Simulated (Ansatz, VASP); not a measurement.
# One calculation of SnSe2, two programs

```
Se Sn
1.0
     4.09241    0.00000    0.00000
    -2.04620    3.54413    0.00000
     0.00000    0.00000   32.37601
Se Sn
2 1
Direct
  0.66667 0.33333 0.45056
  0.33333 0.66667 0.54944
  0.00000 0.00000 0.50000
```

Change from the starting cell: biaxial strain +0.070, atoms relaxed.

Alike in both runs: task relaxation of the atoms; functional PBE; dispersion D3(BJ); k mesh 12 × 12 × 1; occupations gaussian, width 0.02 eV; no spin polarisation.

|  | VASP | Ansatz |
| --- | --- | --- |
| version | VASP 6.6.1 | Ansatz 0.2.0 |
| potentials or method | VASP PAW PBE potentials, release 64 (Se, Sn_d), cutoff 520 eV | scalar-relativistic, plane waves, PAW |
| valence electrons in the cell | 26 | 46 |

|  | VASP | Ansatz | Ansatz less VASP |
| --- | --- | --- | --- |
| gap on the k mesh at the Fermi level, each at its own relaxed structure (eV) | 0.91 | 0.92 | +0.003 |

VASP's potentials hold 26 valence electrons a cell and Ansatz's 46, so a difference there can come from the potentials and not from the codes. Ansatz's warnings: stress scf threshold loose, xc potential rough in thin density.
